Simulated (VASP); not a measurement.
Crystal: CsO7.

```
Cs O
1.0
     0.00000    3.89181    3.89181
     3.89181    0.00000    3.89181
     3.89181    3.89181    0.00000
Cs O
1 7
Direct
  0.00000 0.00000 0.00000
  0.50000 0.50000 0.50000
  0.00000 0.00000 0.50000
  0.50000 0.00000 0.50000
  0.00000 0.50000 0.50000
  0.50000 0.50000 0.00000
  0.00000 0.50000 0.00000
  0.50000 0.00000 0.00000
```

The cell was generated, and may not be a known phase.

| Quantity | Value |
| --- | --- |
| Program | VASP 6.6.1 |
| Task | relaxation of cell and atoms |
| Functional | PBE |
| Potentials or basis | VASP PAW PBE potentials, release 64 (Cs_sv, O) |
| Cutoff | 600 eV |
| k mesh | 4 × 4 × 4 |
| Occupations | gaussian, width 0.1 eV |
| Spin | no spin polarisation |

At the start: pressure -9.4 GPa; volume 14.74 Å³/atom.

Question: How do energy, volume and symmetry change on relaxing?

Answer: Over 5 steps the energy falls by 157.0 meV/atom and the volume is 10.93 Å³/atom (-25.8 %); space group Fm-3m (No. 225, to 0.1 Å) before and after.

Step by step:
```csv
step,energy change (eV),largest force (eV/Å),pressure (GPa),volume (Å³)
1,0.0000,0.0000,-9.43,117.89
2,-0.7801,0.0000,-7.75,103.71
3,-1.2361,0.0000,-2.15,90.26
4,-1.2528,0.0000,0.97,86.24
5,-1.2562,0.0000,-0.07,87.44
```

Final structure:
```
Cs O
1.0
     0.00000    3.52285    3.52285
     3.52285    0.00000    3.52285
     3.52285    3.52285    0.00000
Cs O
1 7
Direct
  0.00000 0.00000 0.00000
  0.50000 0.50000 0.50000
  0.00000 0.00000 0.50000
  0.50000 0.00000 0.50000
  0.00000 0.50000 0.50000
  0.50000 0.50000 0.00000
  0.00000 0.50000 0.00000
  0.50000 0.00000 0.00000
```

Caveat: the volume moved by over 15 % at a fixed basis, so the end points are rough; an odd number of electrons without spin polarisation forces a metal; a magnetic or distorted state may lie lower.
